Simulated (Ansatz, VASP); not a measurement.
## TaW4: VASP beside Ansatz

Contents of INCAR:

```
ALGO = Fast
EDIFF = 1E-7
ENCUT = 520
GGA = PE
ISIF = 2
ISMEAR = 0
LASPH = True
LCHARG = False
LREAL = False
LWAVE = False
NBANDS = 78
NELM = 100
PREC = Accurate
SIGMA = 0.2
```

The input KPOINTS:

```
k-points
0
Gamma
  6 6 4
```

POSCAR

```
TaW4
1.0
   -2.2664608907     -3.9256254161      0.0000000000
    2.2664608907      1.3085418054      4.6267437000
   -6.7993826721      3.9256254161      0.0000000000
Ta W
2 8
Direct
    0.7500000000      0.5000000000      0.2500000000
    0.2500000000      0.5000000000      0.7500000000
    0.3516815000      0.7033630000      0.4505605000
    0.8516815000      0.7033630000      0.9505605000
    0.1483185000      0.2966370000      0.0494395000
    0.6483185000      0.2966370000      0.5494395000
    0.4474155000      0.8948310000      0.1491385000
    0.9474155000      0.8948310000      0.6491385000
    0.0525845000      0.1051690000      0.3508615000
    0.5525845000      0.1051690000      0.8508615000
```

Input for Ansatz:

```yaml
crystal:
  lattice:
    - [-2.2664608907, -3.9256254161, 0.0]
    - [2.2664608907, 1.3085418054, 4.6267437]
    - [-6.7993826721, 3.9256254161, 0.0]
  atoms:
    - { symbol: Ta, position: [0.75, 0.5, 0.25] }
    - { symbol: Ta, position: [0.25, 0.5, 0.75] }
    - { symbol: W, position: [0.3516815, 0.703363, 0.4505605] }
    - { symbol: W, position: [0.8516815, 0.703363, 0.9505605] }
    - { symbol: W, position: [0.1483185, 0.296637, 0.0494395] }
    - { symbol: W, position: [0.6483185, 0.296637, 0.5494395] }
    - { symbol: W, position: [0.4474155, 0.894831, 0.1491385] }
    - { symbol: W, position: [0.9474155, 0.894831, 0.6491385] }
    - { symbol: W, position: [0.0525845, 0.105169, 0.3508615] }
    - { symbol: W, position: [0.5525845, 0.105169, 0.8508615] }
basis:
  ecutwfc: 420
kpoints:
  mp_grid: { grid: [6, 6, 4] }
hamiltonian:
  xc: pbe
scf:
  occupations: { method: gaussian, width: 0.2 }
  lower_state_search: "off"
output:
  forces: true
  stress: true
  eigenvalues: true
```

Alike in both runs: task single point; functional PBE; k mesh 6 × 6 × 4; occupations gaussian, width 0.2 eV; no spin polarisation.

|  | VASP | Ansatz |
| --- | --- | --- |
| version | VASP 6.6.1 | Ansatz 0.2.0 |
| potentials or method | VASP PAW PBE potentials, release 64 (Ta_pv, W_sv), cutoff 520 eV | scalar-relativistic, plane waves, PAW |
| valence electrons in the cell | 134 | 138 |

|  | VASP | Ansatz | Ansatz less VASP |
| --- | --- | --- | --- |
| gap on the k mesh at the Fermi level (eV) | none | none | - |
| pressure (GPa) | 0.4 | 0.0 | -0.42 |
| traceless stress, the component that is largest in VASP (GPa) | 0.19 | 0.19 | +0.001 |
| rms of the force components (eV/Å) | 0.008 | 0.008 | -0.0005 |

Atom by atom the forces differ by 0.003 eV/Å (rms over components). A gap of «none» marks a metal or a gap that the smearing closes. VASP's potentials hold 134 valence electrons a cell and Ansatz's 138, so a difference there can come from the potentials and not from the codes.

Neither program's run includes spin-orbit coupling.
